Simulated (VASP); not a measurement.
# BaS (Fm-3m) in VASP: settings compared, part 2 of 2

VASP 6.6.1. Earlier steps stand in the parts before.

### Step 4. Single point, r2SCAN

The input, POSCAR:

```
BaS
1.0
    0.0000000000      3.2119099239      3.2119099239
    3.2119099239      0.0000000000      3.2119099239
    3.2119099239      3.2119099239      0.0000000000
Ba S
1 1
Direct
    0.0000000000      0.0000000000      0.0000000000
    0.5000000000      0.5000000000      0.5000000000
```

The input, INCAR.step1:

```
SYSTEM = BaS
PREC = Accurate
ENCUT = 520
ISMEAR = 0
SIGMA = 0.01
LREAL = .False.
LASPH = .True.
NELM = 80
NBANDS = 15
GGA = PE
ALGO = Normal
EDIFF = 1E-4
LWAVE = .True.
LCHARG = .False.
```

The input, INCAR.step2:

```
SYSTEM = BaS
PREC = Accurate
ENCUT = 520
EDIFF = 1E-6
ISMEAR = 0
SIGMA = 0.01
LREAL = .False.
LASPH = .True.
NELM = 80
ALGO = Normal
ISIF = 2
LWAVE = .False.
LCHARG = .True.
METAGGA = R2SCAN
LMIXTAU = .True.
LELF = .True.
LVHAR = .True.
NBANDS = 15
ISTART = 1
```

The input, KPOINTS:

```
regular mesh
0
Gamma
  4 4 4
  0 0 0
```

Potentials or basis: VASP PAW PBE potentials, release 64 (Ba_sv, S).

Launch:

```console
cat potpaw_PBE.64/Ba_sv/POTCAR potpaw_PBE.64/S/POTCAR > POTCAR
cp INCAR.step1 INCAR
mpirun -np 1 vasp_std > vasp.out
cp INCAR.step2 INCAR
mpirun -np 1 vasp_std > vasp.out
```

OUTCAR:

```text
SYSTEM = BaS
   PREC = Accurate
   ENCUT = 520
   EDIFF = 1E-6
   ISMEAR = 0
   LREAL = .False.
   LASPH = .True.
   NELM = 80
   ISIF = 2
   METAGGA = R2SCAN
   ISTART = 1

 ion  position               nearest neighbor table
   1  0.000  0.000  0.000-   2 3.21   2 3.21   2 3.21   2 3.21   2 3.21   2 3.21
   2  0.500  0.500  0.500-   1 3.21   1 3.21   1 3.21   1 3.21   1 3.21   1 3.21

  LATTYP: Found a face centered cubic cell.
 ALAT       =     6.4238198478

  Lattice vectors:

 A1 = (   0.0000000000,   3.2119099239,   3.2119099239)
 A2 = (   3.2119099239,   0.0000000000,   3.2119099239)
 A3 = (   3.2119099239,   3.2119099239,   0.0000000000)

Analysis of symmetry for initial positions (statically):
=====================================================================
 Subroutine PRICEL returns:
 Original cell was already a primitive cell.

 Routine SETGRP: Setting up the symmetry group for a
 face centered cubic supercell.

 Subroutine GETGRP returns: Found 48 space group operations
 (whereof 48 operations were pure point group operations)
 out of a pool of 48 trial point group operations.

The static configuration has the point symmetry O_h .

[... 158 lines left out ...]
      6       1.1363      2.00000
      7       1.1363      2.00000
      8       1.1363      2.00000
      9       5.2663      0.00000
     10       5.4363      0.00000
     11       5.4363      0.00000
     12       5.4363      0.00000
     13       6.4570      0.00000
     14       6.4570      0.00000
[... 113 lines left out ...]
      2     -10.9152      2.00000
      3     -10.6932      2.00000
      4     -10.6932      2.00000
      5      -8.9891      2.00000
      6       0.0512      2.00000
      7       0.6413      2.00000
      8       0.6413      2.00000
      9       5.8268      0.00000
     10       5.8268      0.00000
     11       7.9836      0.00000
     12       8.6313      0.00000
     13       9.1102      0.00000
     14      11.3409      0.00000
     15      12.3150      0.00000

------------------------ aborting loop because EDIFF is reached ----------------------------------------

  FORCE on cell =-STRESS in cart. coord.  units (eV):
  Direction    XX          YY          ZZ          XY          YZ          ZX
  --------------------------------------------------------------------------------------
  -------------------------------------------------------------------------------------
  Total        0.2527270      0.2527270      0.2527270     -0.0000000     -0.0000000      0.0000000
  in kB        6.1100132      6.1100132      6.1100132     -0.0000000     -0.0000000      0.0000000
  external PRESSURE =       6.1100132 kB  Pullay stress =       0.0000000 kB

 VOLUME and BASIS-vectors are now :
 -----------------------------------------------------------------------------
  energy-cutoff  :      520.00
  volume of cell :       66.27
      direct lattice vectors                 reciprocal lattice vectors
     0.000000000  3.211909924  3.211909924    -0.155670617  0.155670617  0.155670617
     3.211909924  0.000000000  3.211909924     0.155670617 -0.155670617  0.155670617
     3.211909924  3.211909924  0.000000000     0.155670617  0.155670617 -0.155670617

 POSITION                                       TOTAL-FORCE (eV/Angst)
 -----------------------------------------------------------------------------------
      0.00000      0.00000      0.00000        -0.000000     -0.000000      0.000000
      3.21191      3.21191      3.21191         0.000000      0.000000     -0.000000
 -----------------------------------------------------------------------------------
    total drift:                                0.000000      0.000000      0.000000

  FREE ENERGIE OF THE ION-ELECTRON SYSTEM (eV)
  ---------------------------------------------------
  free  energy   TOTEN  =       -39.2017593932 eV

  energy  without entropy=      -39.2017593932  energy(sigma->0) =      -39.20175939
```

OUTCAR.step1:

```text
SYSTEM = BaS
   PREC = Accurate
   ENCUT = 520
   ISMEAR = 0
   LREAL = .False.
   LASPH = .True.
[... 347 lines left out ...]
      0.00000      0.00000      0.00000         0.000000      0.000000     -0.000000
      3.21191      3.21191      3.21191         0.000000      0.000000      0.000000
 -----------------------------------------------------------------------------------
    total drift:                                0.000000      0.000000      0.000000

  FREE ENERGIE OF THE ION-ELECTRON SYSTEM (eV)
  ---------------------------------------------------
  free  energy   TOTEN  =       -10.1873427066 eV

  energy  without entropy=      -10.1873427066  energy(sigma->0) =      -10.18734271
```

OSZICAR.step1:

```text
N       E                     dE             d eps       ncg     rms          rms(c)
DAV:   1     0.847468045668E+02    0.84747E+02   -0.69635E+03   240   0.939E+02
DAV:   2    -0.549762949056E+01   -0.90244E+02   -0.81101E+02   332   0.162E+02
DAV:   3    -0.105759658097E+02   -0.50783E+01   -0.50402E+01   318   0.422E+01
DAV:   4    -0.106748720491E+02   -0.98906E-01   -0.98883E-01   320   0.624E+00
DAV:   5    -0.106774739466E+02   -0.26019E-02   -0.26019E-02   304   0.839E-01    0.471E+00
DAV:   6    -0.101692687161E+02    0.50821E+00   -0.70494E-01   282   0.494E+00    0.320E+00
DAV:   7    -0.101716299566E+02   -0.23612E-02   -0.19480E-01   297   0.242E+00    0.213E+00
DAV:   8    -0.101846180127E+02   -0.12988E-01   -0.21732E-02   268   0.104E+00    0.252E-01
DAV:   9    -0.101863695250E+02   -0.17515E-02   -0.35415E-03   317   0.456E-01    0.164E-01
DAV:  10    -0.101872096420E+02   -0.84012E-03   -0.84625E-04   268   0.191E-01    0.497E-02
DAV:  11    -0.101873394065E+02   -0.12976E-03   -0.17322E-04   281   0.802E-02    0.128E-02
DAV:  12    -0.101873427066E+02   -0.33001E-05   -0.78970E-06   183   0.196E-02
   1 F= -.10187343E+02 E0= -.10187343E+02  d E =-.132780E-20
```

Run time: 30 s. Hardware: 1 thread of Intel Xeon Platinum 8488C (Sapphire Rapids), shared host; peak memory 0.21 GiB.

Results:

```
Free energy            : -39.2018 eV
Pressure               : 0.6 GPa
Band gap on the k mesh : 2.49 eV (least direct gap 2.63 eV)
```

Levels at points of the mesh, in eV from the valence-band top:
```csv
k point,band 4,band 5,band 6,band 7,band 8,band 9,band 10,band 11,band 12,band 13
"(0.00, 0.00, 0.00)",-11.51,-10.77,0.00,0.00,0.00,4.13,4.30,4.30,4.30,5.32
"(0.50, 0.00, 0.00)",-11.54,-9.51,-1.88,-1.05,-1.05,5.97,6.08,6.78,6.78,9.49
"(0.50, 0.50, 0.00)",-11.69,-10.68,-0.54,-0.14,-0.14,2.49,6.47,6.61,7.95,7.95
```

Caveat: the k points lie up to 0.42 Å⁻¹ apart; the PAW data sets were made with another functional, which shifts forces and pressure a little; spin-orbit coupling is left out, which moves the levels of the heavy elements. A k mesh can miss the band edges.

### Step 5. Summary

| level | potentials or basis | gap on the mesh (eV) | pressure (GPa) |
| --- | --- | --- | --- |
| PBE | VASP PAW PBE potentials, release 64 (Ba_sv, S) | 2.13 | 0.7 |
| LDA | VASP PAW LDA potentials, release 64 (Ba_sv, S) | 1.92 | -2.5 |
| r2SCAN | VASP PAW PBE potentials, release 64 (Ba_sv, S) | 2.49 | 0.6 |

Alike in all rows: task single point; no spin polarisation; cell as given; k mesh 4 × 4 × 4; cutoff (eV) 520; smearing gaussian 0.01 eV.

Caveats: all runs use coarse meshes; spin-orbit coupling is left out, which moves the levels of the heavy elements; the PAW data sets were made with another functional, which shifts forces and pressure a little (at least some runs).

Total energies depend on the potentials used, so only differences within one code and one set of settings carry meaning.
